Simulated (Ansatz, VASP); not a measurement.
## AlN in VASP and in Ansatz

```
Al N
1.0
    -2.90180    3.99894    2.80598
     2.90180   -3.99894    2.80598
     2.90180    3.99894   -2.80598
Al N
6 6
Direct
  0.35130 0.41053 0.76184
  0.14870 0.91053 0.05923
  0.85130 0.08947 0.94077
  0.64870 0.58947 0.23816
  0.75000 0.25000 0.50000
  0.25000 0.75000 0.50000
  0.34410 0.08797 0.43206
  0.15590 0.58797 0.74387
  0.25000 0.25000 0.00000
  0.75000 0.75000 0.00000
  0.84410 0.41203 0.25613
  0.65590 0.91203 0.56794
```

Alike in both runs: functional PBE; k mesh 4 × 4 × 4; occupations gaussian, width 0.1 eV; no spin polarisation.

Ansatz relaxed the structure, and its values are those at the end. VASP's run is a single point on that final structure, the one shown.

|  | VASP | Ansatz |
| --- | --- | --- |
| version | VASP 6.6.1 | Ansatz 0.2.0 |
| potentials or method | VASP PAW PBE potentials, release 64 (Al, N), cutoff 520 eV | scalar-relativistic, plane waves, PAW |
| valence electrons in the cell | 48 | 48 |

Ansatz gave:

| Item | Value |
| --- | --- |
| gap on the k mesh at the Fermi level (eV) | 2.68 |
| least direct gap on the mesh (eV) | 2.68 |
| pressure (GPa) | 0.2 |
| rms of the force components (eV/Å) | 0.012 |

Q: Estimate VASP's values.

A: gap on the k mesh at the Fermi level (eV): 2.69; least direct gap on the mesh (eV): 2.69; pressure (GPa): -0.1; rms of the force components (eV/Å): 0.011.

With one functional, cell and mesh, what is left measures potentials, basis and numerics.
